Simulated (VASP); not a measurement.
# CuCl2 (I4/mmm) in VASP: single point with PBEsol

Aim: the single point of CuCl2 with PBEsol.

Everything below comes from runs of VASP 6.6.1. Logs are shortened: lines on timing, memory, paths and dates and some standing lists are left out, and cuts for length are marked.

## Step 1: The cell of the first run

The structure is tetragonal, space group I4/mmm (No. 139). The conventional cell has a = 4.510 Å, b = 4.510 Å, c = 13.720 Å, α = 90.00°, β = 90.00°, γ = 90.00°. Cu (site symmetry 4/mmm) has 4 Cl at 2.25 Å within 3.0 Å. Within 3.0 Å of Cl (site symmetry mmm) lie 2 Cu at 2.25 Å.

## Step 2: Single point, PBEsol

INCAR reads:

```
SYSTEM = CuCl2
PREC = Accurate
ENCUT = 520
EDIFF = 1E-7
ISMEAR = -1
SIGMA = 0.15
LREAL = .FALSE.
LASPH = .TRUE.
NELM = 60
ALGO = Normal
ISIF = 2
LWAVE = .FALSE.
LCHARG = .TRUE.
GGA = PS
LELF = .TRUE.
LVHAR = .TRUE.
NBANDS = 20
```

KPOINTS reads:

```
Automatic mesh
0
Gamma
  7 7 7
  0.5 0.5 0.5
```

POSCAR reads:

```
CuCl2
1.0
   -2.2548590000      2.2548590000      6.8599030000
    2.2548590000     -2.2548590000      6.8599030000
    2.2548590000      2.2548590000     -6.8599030000
Cu Cl
1 2
Direct
    0.0000000000      0.0000000000      0.0000000000
    0.5000000000      0.0000000000      0.5000000000
    0.0000000000      0.5000000000      0.5000000000
```

Potentials or basis: VASP PAW PBE potentials, release 64 (Cu, Cl).

Run with:

```bash
cat potpaw_PBE.64/Cu/POTCAR potpaw_PBE.64/Cl/POTCAR > POTCAR
mpirun -np 1 vasp_std > vasp.out
```

OUTCAR:

```text
SYSTEM = CuCl2
   PREC = Accurate
   ENCUT = 520
   EDIFF = 1E-7
   ISMEAR = -1
   LREAL = .FALSE.
   LASPH = .TRUE.
   NELM = 60
   ISIF = 2
   GGA = PS

 ion  position               nearest neighbor table
   1  0.000  0.000  0.000-   2 2.25   3 2.25   3 2.25   2 2.25
   2  0.500  0.000  0.500-   1 2.25   1 2.25
   3  0.000  0.500  0.500-   1 2.25   1 2.25

  LATTYP: Found a body centered tetragonal cell.
 ALAT       =     4.5097180000
 C/A-ratio  =     3.0422758141

  Lattice vectors:

 A1 = (  -2.2548590000,   2.2548590000,   6.8599030000)
 A2 = (   2.2548590000,  -2.2548590000,   6.8599030000)
 A3 = (   2.2548590000,   2.2548590000,  -6.8599030000)

Analysis of symmetry for initial positions (statically):
=====================================================================
 Subroutine PRICEL returns:
 Original cell was already a primitive cell.

 Routine SETGRP: Setting up the symmetry group for a
 body centered tetragonal supercell.

 Subroutine GETGRP returns: Found 16 space group operations
 (whereof 16 operations were pure point group operations)
 out of a pool of 16 trial point group operations.

The static configuration has the point symmetry D_4h.

Analysis of symmetry for dynamics (positions and initial velocities):
=====================================================================
 Subroutine PRICEL returns:
 Original cell was already a primitive cell.

 Routine SETGRP: Setting up the symmetry group for a
 body centered tetragonal supercell.

 Subroutine GETGRP returns: Found 16 space group operations
 (whereof 16 operations were pure point group operations)
 out of a pool of 16 trial point group operations.

The dynamic configuration has the point symmetry D_4h.

 Subroutine INISYM returns: Found 16 space group operations
 (whereof 16 operations are pure point group operations),
 and found     1 'primitive' translations

----------------------------------------------------------------------------------------

                                     Primitive cell

  volume of cell :     139.5137

  direct lattice vectors                    reciprocal lattice vectors
    -2.254859000  2.254859000  6.859903000     0.000000000  0.221743355  0.072887328
     2.254859000 -2.254859000  6.859903000     0.221743355  0.000000000  0.072887328
     2.254859000  2.254859000 -6.859903000     0.221743355  0.221743355  0.000000000

  length of vectors
     7.564856072  7.564856072  7.564856072     0.233415248  0.233415248  0.313592460

  position of ions in fractional coordinates (direct lattice)
     0.000000000  0.000000000  0.000000000
     0.500000000  0.000000000  0.500000000
     0.000000000  0.500000000  0.500000000

  ion indices of the primitive-cell ions
   primitive index   ion index
                 1           1
                 2           2
                 3           3

----------------------------------------------------------------------------------------

 KPOINTS: Automatic mesh

Automatic generation of k-mesh.
 Grid dimensions read from file:
 generate k-points for:    7    7    7

 Generating k-lattice:

  Cartesian coordinates                     Fractional coordinates (reciprocal lattice)
     0.000000000  0.031677622  0.010412475     0.142857143  0.000000000  0.000000000
     0.031677622  0.000000000  0.010412475     0.000000000  0.142857143  0.000000000
     0.031677622  0.031677622  0.000000000     0.000000000  0.000000000  0.142857143

  Length of vectors
     0.033345035  0.033345035  0.044798923

  Shift w.r.t. Gamma in fractional coordinates (k-lattice)
     0.500000000  0.500000000  0.500000000

 Subroutine IBZKPT returns following result:
 ===========================================

 Found     40 irreducible k-points:

 Following reciprocal coordinates:
            Coordinates               Weight
  0.071429  0.071429  0.071429      8.000000
  0.214286  0.071429  0.071429     16.000000
  0.357143  0.071429  0.071429     16.000000
 -0.071429  0.071429  0.071429      4.000000
  0.214286  0.214286  0.071429      8.000000
  0.357143  0.214286  0.071429     16.000000
[... 16 lines left out ...]
 -0.214286 -0.214286  0.071429      8.000000
 -0.071429 -0.214286  0.071429      8.000000
 [... further k-points ...]
   k-points           NKPTS =     40   k-points in BZ     NKDIM =     40   number of bands    NBANDS=     20
   number of dos      NEDOS =    301   number of ions     NIONS =      3
   total plane-waves  NPLWV = 175616
   dimension x,y,z NGX =    56 NGY =   56 NGZ =   56
   dimension x,y,z NGXF=   112 NGYF=  112 NGZF=  112
   ions per type =               1   2
   NGX,Y,Z   is equivalent  to a cutoff of  12.31, 12.31, 12.31 a.u.
   NGXF,Y,Z  is equivalent  to a cutoff of  24.61, 24.61, 24.61 a.u.
 SYSTEM =  CuCl2
   PREC   = accura    normal or accurate (medium, high low for compatibility)
   ISTART =      0    job   : 0-new  1-cont  2-samecut
   ICHARG =      2    charge: 1-file 2-atom 10-const
   ISPIN  =      1    spin polarized calculation?
   LNONCOLLINEAR =      F non collinear calculations
   LSORBIT =      F    spin-orbit coupling
   LASPH  =      T    aspherical Exc in radial PAW
   ENCUT  =  520.0 eV  38.22 Ry    6.18 a.u.  14.07 14.07 14.07*2*pi/ulx,y,z
   NELM   =     60;   NELMIN=  2; NELMDL= -5     # of ELM steps
   EDIFF  = 0.1E-06   stopping-criterion for ELM
   LREAL  =      F    real-space projection
   EDIFFG = 0.1E-05   stopping-criterion for IOM
   NSW    =      0    number of steps for IOM
   IBRION =     -1    ionic relax: 0-MD 1-quasi-New 2-CG
   NFREE  =      0    steps in history (QN), initial steepest desc. (CG)
   ISIF   =      2    stress and relaxation
   ISYM   =      2    0-nonsym 1-usesym 2-fastsym
   POTIM  = 0.5000    time-step for ionic-motion
   TEBEG  =    0.0;   TEEND  =   0.0 temperature during run
   PSTRESS=    0.0 pullay stress
   NELECT =      25.0000    total number of electrons
   NUPDOWN=      -1.0000    fix difference up-down
   EMIN   =  10.00;   EMAX   =-10.00  energy-range for DOS
   EFERMI =   0.00;   METHOD = LEGACY
   ISMEAR =    -1;   SIGMA  =   0.15  broadening in eV -4-tet -1-fermi 0-gaus
   EFERMI_NEDOS =   21; number of points for ismear=-14 and -15
   IALGO  =     38    algorithm
   IMIX   =      4    mixing-type and parameters
     AMIX     =   0.40;   BMIX     =  1.00
     AMIX_MAG =   1.60;   BMIX_MAG =  1.00
  volume/ion in A,a.u.               =      46.50       313.83
  Fermi-wavevector in a.u.,A,eV,Ry     =   0.922959  1.744140 11.590177  0.851854
  Thomas-Fermi vector in A             =   2.048543
   LORBIT       =      0    0 simple, 1 ext, 2 COOP (PROOUT), +10 PAW based schemes
   GGA     = PS    functional components
   LHFCALC =     F    Hartree Fock is set to
   AEXX    =    0.0000 exact exchange contribution
   IVDW    =     0    specifies the selected vdW correction
   LEPSILON=     F    determine dielectric tensor
   LRPA    =     F    only Hartree local field effects (RPA)
 non-spin polarized calculation
  energy-cutoff  :      520.00
  volume of cell :      139.51
 maximum number of plane-waves:      3782
   NGX = 29   NGY = 29   NGZ = 29

 number of electron      25.0000002 magnetization

 Free energy of the ion-electron system (eV)
  ---------------------------------------------------
  ext. energy  EPLUGINS =         0.00000000
  ---------------------------------------------------
  free energy    TOTEN  =        -9.17254065 eV

  energy without entropy =       -9.02764206  energy(sigma->0) =       -9.10009135

 E-fermi :  -2.9662     XC(G=0):  -5.2792

 val. band max:       -3.1216344104   @ k =  -0.3571   0.5000   0.2143
 cond. band min:      -2.9571251670   @ k =   0.5000   0.5000   0.0714
 fundamental gap:      0.1645092434
 Fermi energy:        -2.9661786377

 k-point     1 :       0.0714    0.0714    0.0714
  band No.  band energies     occupation
      1     -17.5712      2.00000
      2     -16.6224      2.00000
      3      -7.3612      2.00000
      4      -7.0084      2.00000
      5      -5.5072      2.00000
      6      -5.4809      2.00000
[... 12 lines left out ...]
     19       7.3054      0.00000
     20       7.8160      0.00000

 k-point     2 :       0.2143    0.0714    0.0714
  band No.  band energies     occupation
      1     -17.4071      2.00000
      2     -16.7368      2.00000
      3      -7.8598      2.00000
      4      -6.9811      2.00000
      5      -5.8834      2.00000
      6      -5.5757      2.00000
[... 12 lines left out ...]
     19       7.1935      0.00000
     20       8.0045      0.00000

 k-point     3 :       0.3571    0.0714    0.0714
  band No.  band energies     occupation
      1     -17.1889      2.00000
      2     -16.9149      2.00000
      3      -8.2100      2.00000
      4      -6.8904      2.00000
      5      -6.1717      2.00000
      6      -5.6405      2.00000
[... 12 lines left out ...]
     19       7.3532      0.00000
     20       7.6543      0.00000

 k-point     4 :      -0.0714    0.0714    0.0714
  band No.  band energies     occupation
      1     -17.6312      2.00000
      2     -16.5845      2.00000
      3      -7.2157      2.00000
      4      -6.8628      2.00000
      5      -5.4842      2.00000
      6      -5.2453      2.00000
[... 12 lines left out ...]
     19       7.2647      0.00000
     20       7.6035      0.00000

 k-point     5 :       0.2143    0.2143    0.0714
  band No.  band energies     occupation
      1     -17.2697      2.00000
      2     -16.7993      2.00000
      3      -8.2742      2.00000
      4      -7.2186      2.00000
      5      -6.3559      2.00000
      6      -5.5862      2.00000
[... 12 lines left out ...]
     19       7.0502      0.00000
     20       7.9490      0.00000
[... 353 lines left out ...]
      6      -5.5787      2.00000
[... 12 lines left out ...]
     19       7.2665      0.00000
     20       8.0399      0.00000

 k-point    22 :      -0.0714   -0.3571    0.0714
  band No.  band energies     occupation
      1     -17.4586      2.00000
      2     -16.7180      2.00000
      3      -7.7349      2.00000
      4      -6.7048      2.00000
      5      -5.5788      2.00000
      6      -5.5388      2.00000
[... 12 lines left out ...]
     19       7.2459      0.00000
     20       7.7301      0.00000

 k-point    23 :      -0.2143   -0.2143    0.0714
  band No.  band energies     occupation
      1     -17.5712      2.00000
      2     -16.6224      2.00000
      3      -7.3613      2.00000
      4      -7.0084      2.00000
      5      -5.5114      2.00000
      6      -5.4809      2.00000
[... 12 lines left out ...]
     19       7.3680      0.00000
     20       7.8260      0.00000

 k-point    24 :      -0.0714   -0.2143    0.0714
  band No.  band energies     occupation
      1     -17.6312      2.00000
      2     -16.5845      2.00000
      3      -7.2157      2.00000
      4      -6.8629      2.00000
      5      -5.4869      2.00000
      6      -5.2453      2.00000
[... 12 lines left out ...]
     19       7.3066      0.00000
     20       7.6045      0.00000

 [... further k-points ...]

------------------------ aborting loop because EDIFF is reached ----------------------------------------

  FORCE on cell =-STRESS in cart. coord.  units (eV):
  Direction    XX          YY          ZZ          XY          YZ          ZX
  --------------------------------------------------------------------------------------
  -------------------------------------------------------------------------------------
  Total       -0.9406310     -0.9406310     -0.0377675      0.0000000      0.0000000      0.0000000
  in kB      -10.8022227    -10.8022227     -0.4337231      0.0000000      0.0000000      0.0000000
  external PRESSURE =      -7.3460561 kB  Pullay stress =       0.0000000 kB

 VOLUME and BASIS-vectors are now :
 -----------------------------------------------------------------------------
  energy-cutoff  :      520.00
  volume of cell :      139.51
      direct lattice vectors                 reciprocal lattice vectors
    -2.254859000  2.254859000  6.859903000     0.000000000  0.221743355  0.072887328
     2.254859000 -2.254859000  6.859903000     0.221743355  0.000000000  0.072887328
     2.254859000  2.254859000 -6.859903000     0.221743355  0.221743355  0.000000000

 POSITION                                       TOTAL-FORCE (eV/Angst)
 -----------------------------------------------------------------------------------
      0.00000      0.00000      0.00000        -0.000000     -0.000000     -0.000000
      0.00000      2.25486      0.00000        -0.000000     -0.000000      0.000000
      2.25486      0.00000      0.00000         0.000000      0.000000      0.000000
 -----------------------------------------------------------------------------------
    total drift:                               -0.000000      0.000000      0.000000

  FREE ENERGIE OF THE ION-ELECTRON SYSTEM (eV)
  ---------------------------------------------------
  free  energy   TOTEN  =        -9.1725406531 eV

  energy  without entropy=       -9.0276420557  energy(sigma->0) =       -9.10009135
```

Wall time 7.7 min (1 thread of Intel Xeon 8259CL, shared host); peak memory 0.48 GiB.

What came out:

* Free energy: -9.1725 eV
* Pressure: -0.7 GPa
* Band gap on the k mesh: zero (an odd number of electrons rules out a gap without spin polarisation)

Levels at points of the mesh, in eV from the Fermi level:
| k point | band 10 | band 11 | band 12 | band 13 | band 14 | band 15 | band 16 | band 17 |
| --- | --- | --- | --- | --- | --- | --- | --- | --- |
| (0.50, 0.50, 0.50) | -1.52 | -1.11 | -0.79 | -0.79 | 3.06 | 6.07 | 7.22 | 9.58 |

Caveat: the PAW data sets were made with another functional, which shifts forces and pressure a little; an odd number of electrons without spin polarisation forces a metal; a magnetic or distorted state may lie lower. With open d or f shells a metallic result of PBEsol can be an artefact of self-interaction; +U or a hybrid may open a gap.
